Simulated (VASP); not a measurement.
Here is a VASP 6.6.1 calculation.

File INCAR:

```
SYSTEM = HfRu3
  PREC = Accurate
  ENCUT = 520
  EDIFF = 1E-6
  ISMEAR = -1
  SIGMA = 0.05
  LREAL = .FALSE.
  LASPH = .TRUE.
  NELM = 80
  ALGO = Fast
  ISIF = 2
  LWAVE = .FALSE.
  LCHARG = .TRUE.
  GGA = PE
  LELF = .TRUE.
  LVHAR = .TRUE.
  NBANDS = 34
```

Contents of KPOINTS:

```
regular mesh
0
G
  6 6 6
  0 0 0
```

The input POSCAR:

```
HfRu3
1.0
    3.9557730000      0.0000000000      0.0000000000
    0.0000000000      3.9557730000      0.0000000000
    0.0000000000      0.0000000000      3.9557730000
Hf Ru
1 3
Direct
    0.0000000000      0.0000000000      0.0000000000
    0.0000000000      0.5000000000      0.5000000000
    0.5000000000      0.0000000000      0.5000000000
    0.5000000000      0.5000000000      0.0000000000
```

Potentials or basis: VASP PAW PBE potentials, release 64 (Hf_pv, Ru_pv).

The run is started by

```bash
$ cat potpaw_PBE.64/Hf_pv/POTCAR potpaw_PBE.64/Ru_pv/POTCAR > POTCAR
$ mpirun -np 1 vasp_std > vasp.out
```

(1) Estimate the pressure.

(2) Estimate the band gap on the k mesh.

Answers

(1) -1.7 GPa.

(2) zero (bands 26 and 27 overlap by 2.95 eV).

Caveat: spin-orbit coupling is left out, which moves the levels of the heavy elements.
